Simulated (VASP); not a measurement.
# SnO (P1) in VASP: a series of runs

Runs on SnO. Level: PBEsol. Tasks: single point.

All numbers are computed with VASP 6.6.1; they aren't measurements. Logs are shortened: lines on timing, memory, paths and dates and some standing lists are left out, and cuts for length are marked.

## (1) The cell of the first run

The typed cell holds 4 atoms: a = 3.316 Å, b = 5.705 Å, c = 3.894 Å, α = 90.00°, β = 90.00°, γ = 90.00°.

## (2) Single point, PBEsol (atom 1 (Sn) moved +0.150 Å along Cartesian [1 -1 0])

The input, INCAR:

```
SYSTEM = SnO
PREC     = Accurate       ! precision mode
ENCUT    = 520            ! plane-wave cutoff, eV
EDIFF    = 1E-7           ! SCF threshold, eV
ISMEAR   = 0              ! smearing method
SIGMA    = 0.05           ! smearing width, eV
LREAL    = .FALSE.        ! projectors in reciprocal space
LASPH    = .TRUE.         ! aspherical terms in the spheres
NELM     = 80             ! most SCF steps
ALGO     = Normal         ! electronic algorithm
ISIF     = 2              ! what is computed and relaxed
LWAVE    = .FALSE.        ! write WAVECAR
LCHARG   = .FALSE.        ! write CHGCAR
GGA      = PS             ! functional
NBANDS   = 28             ! bands
```

The input, KPOINTS:

```
regular mesh
0
G
  8 6 8
  0 0 0
```

The input, POSCAR:

```
SnO
1.0
    3.3156061815      0.0000000000      0.0000000000
    0.0000000000      5.7049851891      0.0000000000
    0.0000000000      0.0000000000      3.8941648049
Sn O
2 2
Direct
    0.0319899323      0.2151974679      0.5261742991
    0.5000000000      0.7662107192      0.0261742991
    0.0000000000      0.8853564082      0.7238267009
    0.5000000000      0.1146435918      0.2238267009
```

Potentials or basis: VASP PAW PBE potentials, release 64 (Sn_d, O).

Command:

```
$ cat potpaw_PBE.64/Sn_d/POTCAR potpaw_PBE.64/O/POTCAR > POTCAR
$ mpirun -np 1 vasp_std > vasp.out
```

OUTCAR:

```text
SYSTEM = SnO
   PREC = Accurate
   ENCUT = 520
   EDIFF = 1E-7
   ISMEAR = 0
   LREAL = .FALSE.
   LASPH = .TRUE.
   NELM = 80
   ISIF = 2
   GGA = PS

 ion  position               nearest neighbor table
   1  0.032  0.215  0.526-   4 2.03   3 2.04   4 2.20   2 3.57   2 3.57   2 3.67   2 3.67
   2  0.500  0.766  0.026-   4 2.13   3 2.14   3 2.14   1 3.57   1 3.57   1 3.67   1 3.67
   3  0.000  0.885  0.724-   1 2.04   2 2.14   2 2.14
   4  0.500  0.115  0.224-   1 2.03   2 2.13   1 2.20

  LATTYP: Found a simple orthorhombic cell.
 ALAT       =     3.3156061815
 B/A-ratio  =     1.1744955799
 C/A-ratio  =     1.7206462037

  Lattice vectors:

 A1 = (  -3.3156061815,   0.0000000000,   0.0000000000)
 A2 = (   0.0000000000,   0.0000000000,   3.8941648049)
 A3 = (   0.0000000000,   5.7049851891,   0.0000000000)

Analysis of symmetry for initial positions (statically):
=====================================================================
 Subroutine PRICEL returns:
 Original cell was already a primitive cell.

 Routine SETGRP: Setting up the symmetry group for a
 simple orthorhombic supercell.

 Subroutine GETGRP returns: Found  1 space group operations
 (whereof  1 operations were pure point group operations)
 out of a pool of  8 trial point group operations.

The static configuration has the point symmetry C_1 .

Analysis of symmetry for dynamics (positions and initial velocities):
=====================================================================
 Subroutine PRICEL returns:
 Original cell was already a primitive cell.

 Routine SETGRP: Setting up the symmetry group for a
 simple orthorhombic supercell.

 Subroutine GETGRP returns: Found  1 space group operations
 (whereof  1 operations were pure point group operations)
 out of a pool of  8 trial point group operations.

The dynamic configuration has the point symmetry C_1 .

 Subroutine INISYM returns: Found  1 space group operations
 (whereof  1 operations are pure point group operations),
 and found     1 'primitive' translations

----------------------------------------------------------------------------------------

                                     Primitive cell

  volume of cell :      73.6600

  direct lattice vectors                    reciprocal lattice vectors
     3.315606182  0.000000000  0.000000000     0.301603974  0.000000000  0.000000000
     0.000000000  5.704985189  0.000000000     0.000000000  0.175285293  0.000000000
     0.000000000  0.000000000  3.894164805     0.000000000  0.000000000  0.256794473

  length of vectors
[... 87 lines left out ...]
   LREAL  =      F    real-space projection
   EDIFFG = 0.1E-05   stopping-criterion for IOM
   NSW    =      0    number of steps for IOM
   IBRION =     -1    ionic relax: 0-MD 1-quasi-New 2-CG
   NFREE  =      0    steps in history (QN), initial steepest desc. (CG)
   ISIF   =      2    stress and relaxation
   ISYM   =      2    0-nonsym 1-usesym 2-fastsym
   POTIM  = 0.5000    time-step for ionic-motion
   TEBEG  =    0.0;   TEEND  =   0.0 temperature during run
   PSTRESS=    0.0 pullay stress
   NELECT =      40.0000    total number of electrons
   NUPDOWN=      -1.0000    fix difference up-down
   EMIN   =  10.00;   EMAX   =-10.00  energy-range for DOS
   EFERMI =   0.00;   METHOD = LEGACY
   ISMEAR =     0;   SIGMA  =   0.05  broadening in eV -4-tet -1-fermi 0-gaus
   EFERMI_NEDOS =   21; number of points for ismear=-14 and -15
   IALGO  =     38    algorithm
   IMIX   =      4    mixing-type and parameters
     AMIX     =   0.40;   BMIX     =  1.00
     AMIX_MAG =   1.60;   BMIX_MAG =  1.00
  volume/ion in A,a.u.               =      18.42       124.27
  Fermi-wavevector in a.u.,A,eV,Ry     =   1.335624  2.523963 24.271319  1.783892
  Thomas-Fermi vector in A             =   2.464314
   LORBIT       =      0    0 simple, 1 ext, 2 COOP (PROOUT), +10 PAW based schemes
   GGA     = PS    functional components
   LHFCALC =     F    Hartree Fock is set to
   AEXX    =    0.0000 exact exchange contribution
   IVDW    =     0    specifies the selected vdW correction
   LEPSILON=     F    determine dielectric tensor
   LRPA    =     F    only Hartree local field effects (RPA)
 non-spin polarized calculation
 Gauss-broadening in eV      SIGMA  =   0.05
  energy-cutoff  :      520.00
  volume of cell :       73.66
 maximum number of plane-waves:      2004
 NGX is ok and might be reduce to    28
   NGX = 13   NGY = 21   NGZ = 15

 number of electron      40.0000014 magnetization

 Free energy of the ion-electron system (eV)
  ---------------------------------------------------
  ext. energy  EPLUGINS =         0.00000000
  ---------------------------------------------------
  free energy    TOTEN  =       -23.69933382 eV

  energy without entropy =      -23.69933382  energy(sigma->0) =      -23.69933382

 E-fermi :   5.8878     XC(G=0): -10.2031

 val. band max:        5.6683324051   @ k =   0.0000   0.0000   0.0000
 cond. band min:       6.9839593820   @ k =   0.3750   0.5000   0.0000
 fundamental gap:      1.3156269768
 Fermi energy:         5.8877541807

 k-point     1 :       0.0000    0.0000    0.0000
  band No.  band energies     occupation
      1     -15.6939      2.00000
      2     -15.2402      2.00000
      3     -15.1412      2.00000
      4     -15.0969      2.00000
      5     -15.0482      2.00000
      6     -15.0359      2.00000
[... 733 lines left out ...]
     27      15.1192      0.00000
     28      16.0760      0.00000

 [... further k-points ...]

------------------------ aborting loop because EDIFF is reached ----------------------------------------

  FORCE on cell =-STRESS in cart. coord.  units (eV):
  Direction    XX          YY          ZZ          XY          YZ          ZX
  --------------------------------------------------------------------------------------
  -------------------------------------------------------------------------------------
  Total        1.6275483      2.7266700      1.5293725     -0.5727897     -0.2849732     -0.8975467
  in kB       35.4007678     59.3077389     33.2653473    -12.4587354     -6.1984461    -19.5225194
  external PRESSURE =      42.6579513 kB  Pullay stress =       0.0000000 kB

 VOLUME and BASIS-vectors are now :
 -----------------------------------------------------------------------------
  energy-cutoff  :      520.00
  volume of cell :       73.66
      direct lattice vectors                 reciprocal lattice vectors
     3.315606182  0.000000000  0.000000000     0.301603974  0.000000000  0.000000000
     0.000000000  5.704985189  0.000000000     0.000000000  0.175285293  0.000000000
     0.000000000  0.000000000  3.894164805     0.000000000  0.000000000  0.256794473

 POSITION                                       TOTAL-FORCE (eV/Angst)
 -----------------------------------------------------------------------------------
      0.10607      1.22770      2.04901        -0.821956      1.790780      0.320457
      1.65780      4.37122      0.10193         0.048825     -0.484762      0.111999
      0.00000      5.05095      2.81870         0.035763     -0.768487      0.117475
      1.65780      0.65404      0.87162         0.737368     -0.537530     -0.549932
 -----------------------------------------------------------------------------------
    total drift:                                0.000564     -0.000176     -0.000414

  FREE ENERGIE OF THE ION-ELECTRON SYSTEM (eV)
  ---------------------------------------------------
  free  energy   TOTEN  =       -23.6993338209 eV

  energy  without entropy=      -23.6993338209  energy(sigma->0) =      -23.69933382
```

OSZICAR:

```text
N       E                     dE             d eps       ncg     rms          rms(c)
DAV:   1     0.437865413251E+03    0.43787E+03   -0.20285E+04 11316   0.216E+03
DAV:   2     0.412757997351E+02   -0.39659E+03   -0.38060E+03 11412   0.546E+02
DAV:   3    -0.238180101268E+02   -0.65094E+02   -0.64068E+02 12436   0.188E+02
DAV:   4    -0.270141443307E+02   -0.31961E+01   -0.31804E+01 12868   0.448E+01
DAV:   5    -0.270917680204E+02   -0.77624E-01   -0.77612E-01 11992   0.749E+00    0.112E+01
DAV:   6    -0.237791117533E+02    0.33127E+01   -0.14637E+01 18072   0.454E+01    0.498E+00
DAV:   7    -0.237409609159E+02    0.38151E-01   -0.17952E+00 12800   0.865E+00    0.254E+00
DAV:   8    -0.237106189979E+02    0.30342E-01   -0.31014E-01 16224   0.416E+00    0.789E-01
DAV:   9    -0.236986017819E+02    0.12017E-01   -0.47845E-02 17220   0.251E+00    0.212E-01
DAV:  10    -0.236994081155E+02   -0.80633E-03   -0.60378E-03 14172   0.765E-01    0.925E-02
DAV:  11    -0.236993297173E+02    0.78398E-04   -0.55700E-04 16664   0.238E-01    0.278E-02
DAV:  12    -0.236993394546E+02   -0.97373E-05   -0.19936E-04 15080   0.102E-01    0.251E-02
DAV:  13    -0.236993341733E+02    0.52812E-05   -0.30027E-05 16728   0.574E-02    0.771E-03
DAV:  14    -0.236993339685E+02    0.20480E-06   -0.32246E-06 13136   0.122E-02    0.186E-03
DAV:  15    -0.236993338464E+02    0.12217E-06   -0.45828E-07 11316   0.750E-03    0.999E-04
DAV:  16    -0.236993338209E+02    0.25430E-07   -0.55088E-08  6144   0.257E-03
   1 F= -.23699334E+02 E0= -.23699334E+02  d E =-.347863E-12
```

It took 5.5 min on 1 thread of Oxide Virtual Turin-like, shared host; peak memory 0.39 GiB.

What came out:

```
Free energy            : -23.6993 eV
Pressure               : 4.3 GPa
Largest force          : 1.996 eV/Å
Band gap on the k mesh : 1.32 eV (least direct gap 1.86 eV)
```

Forces on the atoms (eV/Å):
```
Sn  -0.822  1.791  0.320
Sn   0.049 -0.485  0.112
O    0.036 -0.768  0.117
O    0.737 -0.538 -0.550
```

Stress tensor (GPa, compression positive):
```
 3.54 -1.25 -1.95
-1.25  5.93 -0.62
-1.95 -0.62  3.33
```

Caveat: the cell differs from its parent crystal (atom 1 (Sn) moved +0.150 Å along Cartesian [1 -1 0]); the cell stands under pressure; the PAW data sets were made with another functional, which shifts forces and pressure a little; spin-orbit coupling is left out, which moves the levels of the heavy elements.

(Part 1 of 2 ends here.)
